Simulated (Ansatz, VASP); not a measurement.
# Fe: VASP beside Ansatz

The input INCAR:

```
SYSTEM = Fe
PREC = Accurate
ENCUT = 520
EDIFF = 1E-6
ISMEAR = -1
SIGMA = 0.05
LREAL = .FALSE.
LASPH = .TRUE.
NELM = 150
ALGO = Normal
ISIF = 2
LWAVE = .FALSE.
LCHARG = .FALSE.
ISPIN = 2
MAGMOM = 2.226
LORBIT = 11
LMAXMIX = 4
GGA = PE
NBANDS = 14
```

The input KPOINTS:

```
regular mesh
0
G
  25 25 25
  0 0 0
```

Contents of POSCAR:

```
Fe
1.0
   -1.4163059769      1.4163059769      1.4163059769
    1.4163059769     -1.4163059769      1.4163059769
    1.4163059769      1.4163059769     -1.4163059769
Fe
1
Direct
    0.0000000000      0.0000000000      0.0000000000
```

Input for Ansatz:

```yaml
crystal:
  lattice:
    - [-1.4163059769, 1.4163059769, 1.4163059769]
    - [1.4163059769, -1.4163059769, 1.4163059769]
    - [1.4163059769, 1.4163059769, -1.4163059769]
  atoms:
    - { symbol: Fe, position: [0.0, 0.0, 0.0], spin: 2.226 }
hamiltonian:
  xc: pbe
  pseudopotentials:
    kind: paw
    azcp:
      Fe: "pseudopotentials/Fe.paw.azcp"
basis:
  ecutwfc: 420
  fft_grid_basis: typed
kpoints:
  mp_grid: { grid: [25, 25, 25], shift: [0, 0, 0] }
magnetization:
  spin_polarized: true
scf:
  occupations: { method: fermi_dirac, width: 0.05 }
```

Alike in both runs: task single point; functional PBE; k mesh 25 × 25 × 25; occupations fermi-dirac, width 0.05 eV; collinear spin.

|  | VASP | Ansatz |
| --- | --- | --- |
| version | VASP 6.6.1 | Ansatz 0.2.0 |
| potentials or method | VASP PAW PBE potentials, release 64 (Fe), cutoff 520 eV | plane waves (420 eV) with PAW, scalar-relativistic |
| valence electrons in the cell | 8 | 16 |

|  | VASP | Ansatz | Ansatz less VASP |
| --- | --- | --- | --- |
| net moment per atom (μB) | 2.18 | 2.16 | -0.021 |
| size of the moment on the site where the two differ most (μB) | 2.18 | 2.21 | +0.029 |

Site moments also hang on the region over which each program counts them. VASP's potentials hold 8 valence electrons a cell and Ansatz's 16, so a difference there can come from the potentials and not from the codes.
